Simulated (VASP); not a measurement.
# LaFeGe (P-6m2) in VASP: settings compared

Aim: see how the results for LaFeGe move with the level of theory and the settings. Levels: PBE, PBEsol. Tasks: single point.

All numbers are computed with VASP 6.6.1; they aren't measurements. Logs are shortened: lines on timing, memory, paths and dates and some standing lists are left out, and cuts for length are marked.

### 1 The cell of the first run

Symmetry: P-6m2, No. 187, hexagonal system. The conventional cell has a = 4.315 Å, b = 4.315 Å, c = 4.370 Å, α = 90.00°, β = 90.00°, γ = 120.00°. Within 4.4 Å of La (site symmetry -6m2) lie 6 Ge at 3.31 Å and 6 Fe at 3.31 Å and 8 La at 4.31 to 4.37 Å. Ge (site symmetry -6m2) has 3 Fe at 2.49 Å within 3.3 Å. Fe (site symmetry -6m2) has 3 Ge at 2.49 Å within 3.3 Å.

### 2 Single point, PBE, collinear spin, ferromagnetic start

INCAR reads:

```
SYSTEM = LaFeGe
PREC = Accurate
ENCUT = 520
EDIFF = 1E-6
ISMEAR = -1
SIGMA = 0.05
LREAL = .FALSE.
LASPH = .TRUE.
NELM = 150
ALGO = Normal
ISIF = 2
LWAVE = .FALSE.
LCHARG = .TRUE.
ISPIN = 2
MAGMOM = 0 0 3
LORBIT = 11
LMAXMIX = 6
GGA = PE
LELF = .TRUE.
LVHAR = .TRUE.
NBANDS = 28
```

KPOINTS reads:

```
regular mesh
0
G
  7 7 6
  0 0 0
```

POSCAR reads:

```
LaFeGe
1.0
    4.3148054940      0.0000000000      0.0000000000
   -2.1574027470      3.7367311702      0.0000000000
    0.0000000000      0.0000000000      4.3698403205
La Ge Fe
1 1 1
Direct
    0.0000000000      0.0000000000      0.0000000000
    0.6666666667      0.3333333333      0.5000000000
    0.3333333333      0.6666666667      0.5000000000
```

Potentials or basis: VASP PAW PBE potentials, release 64 (La, Ge_d, Fe).

Started as:

```bash
> cat potpaw_PBE.64/La/POTCAR potpaw_PBE.64/Ge_d/POTCAR potpaw_PBE.64/Fe/POTCAR > POTCAR
> mpirun -np 1 vasp_std > vasp.out
```

OUTCAR:

```text
SYSTEM = LaFeGe
   PREC = Accurate
   ENCUT = 520
   EDIFF = 1E-6
   ISMEAR = -1
   LREAL = .FALSE.
   LASPH = .TRUE.
   NELM = 150
   ISIF = 2
   ISPIN = 2
   LORBIT = 11
   GGA = PE

 ion  position               nearest neighbor table
   1  0.000  0.000  0.000-   3 3.31   3 3.31   3 3.31   3 3.31   3 3.31   3 3.31
   2  0.667  0.333  0.500-   3 2.49   3 2.49   3 2.49
   3  0.333  0.667  0.500-   2 2.49   2 2.49   2 2.49   1 3.31   1 3.31   1 3.31   1 3.31   1 3.31
                             1 3.31

  LATTYP: Found a hexagonal cell.
 ALAT       =     4.3148054940
 C/A-ratio  =     1.0127548800

  Lattice vectors:

 A1 = (   4.3148054940,   0.0000000000,   0.0000000000)
 A2 = (  -2.1574027470,   3.7367311702,   0.0000000000)
 A3 = (   0.0000000000,   0.0000000000,   4.3698403205)

Analysis of symmetry for initial positions (statically):
=====================================================================
 Subroutine PRICEL returns:
 Original cell was already a primitive cell.

 Routine SETGRP: Setting up the symmetry group for a
 hexagonal supercell.

 Subroutine GETGRP returns: Found 12 space group operations
 (whereof 12 operations were pure point group operations)
 out of a pool of 24 trial point group operations.

The static configuration has the point symmetry D_3h.

Analysis of symmetry for dynamics (positions and initial velocities):
=====================================================================
 Subroutine PRICEL returns:
 Original cell was already a primitive cell.

 Routine SETGRP: Setting up the symmetry group for a
 hexagonal supercell.

 Subroutine GETGRP returns: Found 12 space group operations
 (whereof 12 operations were pure point group operations)
 out of a pool of 24 trial point group operations.

The dynamic configuration has the point symmetry D_3h.

Analysis of structural, dynamic, and magnetic symmetry:
=====================================================================
 Subroutine PRICEL returns:
 Original cell was already a primitive cell.

 Routine SETGRP: Setting up the symmetry group for a
 hexagonal supercell.

 Subroutine GETGRP returns: Found 12 space group operations
 (whereof 12 operations were pure point group operations)
 out of a pool of 24 trial point group operations.

The overall configuration has the point symmetry D_3h.

 Subroutine INISYM returns: Found 12 space group operations
 (whereof 12 operations are pure point group operations),
 and found     1 'primitive' translations

[... 117 lines left out ...]
  volume/ion in A,a.u.               =      23.49       158.49
  Fermi-wavevector in a.u.,A,eV,Ry     =   1.271374  2.402548 21.992340  1.616391
  Thomas-Fermi vector in A             =   2.404310
   LORBIT       =     11    0 simple, 1 ext, 2 COOP (PROOUT), +10 PAW based schemes
   GGA     = PE    functional components
   LHFCALC =     F    Hartree Fock is set to
   AEXX    =    0.0000 exact exchange contribution
   IVDW    =     0    specifies the selected vdW correction
   LEPSILON=     F    determine dielectric tensor
   LRPA    =     F    only Hartree local field effects (RPA)
 spin polarized calculation
  energy-cutoff  :      520.00
  volume of cell :       70.46
 maximum number of plane-waves:      1922
   NGX = 17   NGY = 17   NGZ = 17

 number of electron      33.0000005 magnetization       2.4199605

 Free energy of the ion-electron system (eV)
  ---------------------------------------------------
  ext. energy  EPLUGINS =         0.00000000
  ---------------------------------------------------
  free energy    TOTEN  =       -18.71165645 eV

  energy without entropy =      -18.67087161  energy(sigma->0) =      -18.69126403

 E-fermi :   6.4345     XC(G=0): -10.4080

 val. band max:        6.4310425779   @ k =   0.4286   0.0000   0.3333
 cond. band min:       6.4431526346   @ k =   0.2857   0.1429   0.3333
 fundamental gap:      0.0121100567
 Fermi energy:         6.4345282158

 spin component 1

 k-point     1 :       0.0000    0.0000    0.0000
  band No.  band energies     occupation
      1     -26.0427      1.00000
      2     -17.2239      1.00000
      3     -17.2025      1.00000
      4     -17.2025      1.00000
      5     -17.1759      1.00000
      6     -17.1759      1.00000
[... 733 lines left out ...]
     27      10.5124      0.00000
     28      10.6132      0.00000

 [... further k-points ...]

 spin component 2

 k-point     1 :       0.0000    0.0000    0.0000
  band No.  band energies     occupation
      1     -26.0701      1.00000
      2     -17.2068      1.00000
      3     -17.1955      1.00000
      4     -17.1955      1.00000
      5     -17.1820      1.00000
      6     -17.1820      1.00000
[... 733 lines left out ...]
     27      10.5394      0.00000
     28      10.7568      0.00000

 [... further k-points ...]
[... 5 lines left out ...]
  --------------------------------------------------------------------------------------
  -------------------------------------------------------------------------------------
  Total       -1.7222918     -1.7222918     -1.5670310      0.0000000      0.0000000      0.0000000
  in kB      -39.1650486    -39.1650486    -35.6344072      0.0000000      0.0000000      0.0000000
  external PRESSURE =     -37.9881681 kB  Pullay stress =       0.0000000 kB

 VOLUME and BASIS-vectors are now :
 -----------------------------------------------------------------------------
  energy-cutoff  :      520.00
  volume of cell :       70.46
      direct lattice vectors                 reciprocal lattice vectors
     4.314805494  0.000000000  0.000000000     0.231760157  0.133806789  0.000000000
    -2.157402747  3.736731170  0.000000000     0.000000000  0.267613578  0.000000000
     0.000000000  0.000000000  4.369840320     0.000000000  0.000000000  0.228841314

 POSITION                                       TOTAL-FORCE (eV/Angst)
 -----------------------------------------------------------------------------------
      0.00000      0.00000      0.00000         0.000000     -0.000000      0.000000
      2.15740      1.24558      2.18492        -0.000000      0.000000      0.000000
     -0.00000      2.49115      2.18492         0.000000     -0.000000      0.000000
 -----------------------------------------------------------------------------------
    total drift:                               -0.000003      0.000002      0.000000

  FREE ENERGIE OF THE ION-ELECTRON SYSTEM (eV)
  ---------------------------------------------------
  free  energy   TOTEN  =       -18.7116564477 eV

  energy  without entropy=      -18.6708716085  energy(sigma->0) =      -18.69126403

 total charge

# of ion       s       p       d       f       tot
--------------------------------------------------
    1        2.021   5.642   0.673   0.127   8.464
    2        1.126   1.270  10.005   0.000  12.401
    3        0.435   0.333   6.215   0.000   6.983
--------------------------------------------------
tot          3.582   7.246  16.893   0.127  27.848

 magnetization (x)

# of ion       s       p       d       f       tot
--------------------------------------------------
    1       -0.004   0.002  -0.053  -0.002  -0.057
    2        0.001   0.009   0.003   0.000   0.013
    3        0.033   0.039   2.380   0.000   2.452
--------------------------------------------------
tot          0.029   0.050   2.330  -0.002   2.407
```

OSZICAR:

```text
N       E                     dE             d eps       ncg     rms          rms(c)
DAV:   1     0.284188492105E+03    0.28419E+03   -0.13403E+04  3920   0.227E+03
[... 11 lines left out ...]
DAV:  13    -0.187117780160E+02    0.38086E-03   -0.32847E-03  6184   0.405E-01    0.122E-01
DAV:  14    -0.187116466835E+02    0.13133E-03   -0.96827E-04  5488   0.255E-01    0.115E-01
DAV:  15    -0.187117317886E+02   -0.85105E-04   -0.44645E-04  6260   0.144E-01    0.125E-01
DAV:  16    -0.187116746288E+02    0.57160E-04   -0.11339E-04  5848   0.106E-01    0.602E-02
DAV:  17    -0.187116590852E+02    0.15544E-04   -0.43473E-05  5980   0.536E-02    0.263E-02
DAV:  18    -0.187116565190E+02    0.25663E-05   -0.62676E-06  5964   0.203E-02    0.111E-02
DAV:  19    -0.187116564477E+02    0.71240E-07   -0.50434E-07  2456   0.567E-03
   1 F= -.18711656E+02 E0= -.18691264E+02  d E =-.407848E-01  mag=     2.4201
```

Wall time 2.8 min (1 thread of Intel Xeon Platinum 8375C at 2.90GHz (Ice Lake), shared host); peak memory 0.29 GiB.

What came out:

```
Free energy                                           : -18.7117 eV
Pressure                                              : -3.8 GPa
Net moment                                            : 2.42 μB per cell
Site moments                                          : La -0.06; Ge +0.01; Fe +2.45 μB
Valence electrons inside the program's atomic spheres : La 8.46; Ge 12.40; Fe 6.98
```

Stress tensor (GPa, compression positive):
```
-3.92  0.00  0.00
 0.00 -3.92  0.00
 0.00  0.00 -3.56
```

Caveat: spin-orbit coupling is left out, which moves the levels of the heavy elements.

### 3 Single point, PBEsol, collinear spin, ferromagnetic start

This run uses another cell than the first one, of 22.16 Å³/atom, 0.943 times its volume.

INCAR reads:

```
PREC     = Accurate       # precision mode
ENCUT    = 520            # plane-wave cutoff, eV
EDIFF    = 1E-7           # SCF threshold, eV
ISMEAR   = 0              # smearing method
SIGMA    = 0.01           # smearing width, eV
LREAL    = False          # projectors in reciprocal space
LASPH    = True           # aspherical terms in the spheres
NELM     = 150            # most SCF steps
ALGO     = Normal         # electronic algorithm
ISIF     = 2              # what is computed and relaxed
LWAVE    = False          # write WAVECAR
LCHARG   = False          # write CHGCAR
ISPIN    = 2              # spin polarisation
MAGMOM   = 0 0 3          # initial moments
LORBIT   = 11             # projections on sites
LMAXMIX  = 6              # l up to which the mixer works
GGA      = PS             # functional
NBANDS   = 28             # bands
```

KPOINTS reads:

```
Automatic mesh
0
Gamma
  6 6 5
```

POSCAR reads:

```
LaFeGe
1.0
    4.2318077991      0.0000000000      0.0000000000
   -2.1159038996      3.6648530580      0.0000000000
    0.0000000000      0.0000000000      4.2857840000
La Ge Fe
1 1 1
Direct
    0.0000000000      0.0000000000      0.0000000000
    0.6666666667      0.3333333333      0.5000000000
    0.3333333333      0.6666666667      0.5000000000
```

Potentials or basis: VASP PAW PBE potentials, release 64 (La, Ge_d, Fe).

Started as:

```bash
> cat potpaw_PBE.64/La/POTCAR potpaw_PBE.64/Ge_d/POTCAR potpaw_PBE.64/Fe/POTCAR > POTCAR
> mpirun -np 1 vasp_std > vasp.out
```

Run time: 1.9 min. Hardware: 1 thread of Intel Xeon Platinum 8375C at 2.90GHz (Ice Lake), shared host; peak memory 0.24 GiB.

Results (log left out):

| Property | Result |
| --- | --- |
| Free energy | -20.2308 eV |
| Pressure | -3.9 GPa |
| Net moment | 2.31 μB per cell |
| Site moments | La -0.04; Ge +0.01; Fe +2.27 μB |
| Valence electrons inside the program's atomic spheres | La 8.51; Ge 12.45; Fe 7.07 |

Stress tensor (GPa, compression positive):
```
-3.75  0.00  0.00
 0.00 -3.75  0.00
 0.00  0.00 -4.05
```

Levels at points of the mesh, in eV from the Fermi level:
Spin up:
```csv
k point,band 15,band 16,band 17,band 18,band 19,band 20,band 21,band 22
"(0.00, 0.00, 0.00)",-1.86,0.10,0.31,0.31,0.44,1.81,2.48,2.48
"(0.50, 0.00, 0.00)",-2.02,-1.99,-0.13,-0.09,0.57,2.08,2.39,2.46
```
Spin down:
```
           k point  band 13  band 14  band 15  band 16  band 17  band 18
(0.00, 0.00, 0.00)    -1.66    -0.15    -0.15     0.23     0.92     0.97
(0.50, 0.00, 0.00)    -1.37    -0.99    -0.41    -0.06     0.68     0.98
```

Caveat: the PAW data sets were made with another functional, which shifts forces and pressure a little; spin-orbit coupling is left out, which moves the levels of the heavy elements.

### 4 Single point, PBE, collinear spin, ferromagnetic start

This run uses another cell than the first one, of 22.16 Å³/atom, 0.943 times its volume.

INCAR reads:

```
ALGO     = Normal         # electronic algorithm
EDIFF    = 1E-6           # SCF threshold, eV
ENCUT    = 520            # plane-wave cutoff, eV
GGA      = PE             # functional
ISIF     = 2              # what is computed and relaxed
ISMEAR   = 0              # smearing method
ISPIN    = 2              # spin polarisation
LASPH    = T              # aspherical terms in the spheres
LCHARG   = F              # write CHGCAR
LMAXMIX  = 6              # l up to which the mixer works
LORBIT   = 11             # projections on sites
LREAL    = F              # projectors in reciprocal space
LWAVE    = F              # write WAVECAR
MAGMOM   = 0 0 3          # initial moments
NBANDS   = 28             # bands
NELM     = 150            # most SCF steps
PREC     = Accurate       # precision mode
SIGMA    = 0.1            # smearing width, eV
```

KPOINTS reads:

```
k-points
0
Gamma
  6 6 5
```

POSCAR is that of step 3.

Started as:

```bash
> cat potpaw_PBE.64/La/POTCAR potpaw_PBE.64/Ge_d/POTCAR potpaw_PBE.64/Fe/POTCAR > POTCAR
> mpirun -np 1 vasp_std > vasp.out
```

Wall time 95 s (1 thread of Intel Xeon Platinum 8375C at 2.90GHz (Ice Lake), shared host); peak memory 0.24 GiB.

Results (log left out):

- Free energy: -18.7587 eV
- Pressure: 0.0 GPa
- Net moment: 2.30 μB per cell
- Site moments: La -0.04; Ge +0.01; Fe +2.29 μB
- Valence electrons inside the program's atomic spheres: La 8.52; Ge 12.46; Fe 7.07

Stress tensor (GPa, compression positive):
```
 0.30  0.00  0.00
 0.00  0.30  0.00
 0.00  0.00 -0.48
```

Levels at points of the mesh, in eV from the Fermi level:
Spin up:
```tsv
k point	band 15	band 16	band 17	band 18	band 19	band 20	band 21	band 22
(0.00, 0.00, 0.00)	-1.85	0.09	0.33	0.33	0.46	1.82	2.42	2.42
(0.50, 0.00, 0.00)	-2.05	-1.98	-0.13	-0.08	0.58	2.03	2.35	2.40
```
Spin down:
```
           k point  band 11  band 12  band 13  band 14  band 15  band 16  band 17  band 18  band 19  band 20
(0.00, 0.00, 0.00)    -1.99    -1.99    -1.64    -0.17    -0.17     0.22     0.95     1.00     1.00     2.43
(0.50, 0.00, 0.00)    -3.97    -1.62    -1.36    -1.00    -0.42    -0.01     0.70     0.96     1.56     2.13
```

Caveat: spin-orbit coupling is left out, which moves the levels of the heavy elements.

### 5 Summary

```csv
level,cell,k mesh,smearing,gap on the mesh (eV),pressure (GPa),moment (μB)
PBE,"a = 4.315, b = 4.315, c = 4.370 Å, angles 90.0, 90.0, 120.0°, 3 atoms",7 × 7 × 6,fermi-dirac 0.05 eV,none,-3.8,2.42
PBEsol,"a = 4.232, b = 4.232, c = 4.286 Å, angles 90.0, 90.0, 120.0°, 3 atoms",6 × 6 × 5,gaussian 0.01 eV,none,-3.9,2.31
PBE,"a = 4.232, b = 4.232, c = 4.286 Å, angles 90.0, 90.0, 120.0°, 3 atoms",6 × 6 × 5,gaussian 0.1 eV,none,0.0,2.30
```

Alike in all rows: task single point; potentials or basis VASP PAW PBE potentials, release 64 (La, Ge_d, Fe); spin collinear, ferromagnetic start; cutoff (eV) 520.

Caveats: spin-orbit coupling is left out, which moves the levels of the heavy elements; the PAW data sets were made with another functional, which shifts forces and pressure a little (some runs).

Absolute energies hang on the potentials; compare differences alone.
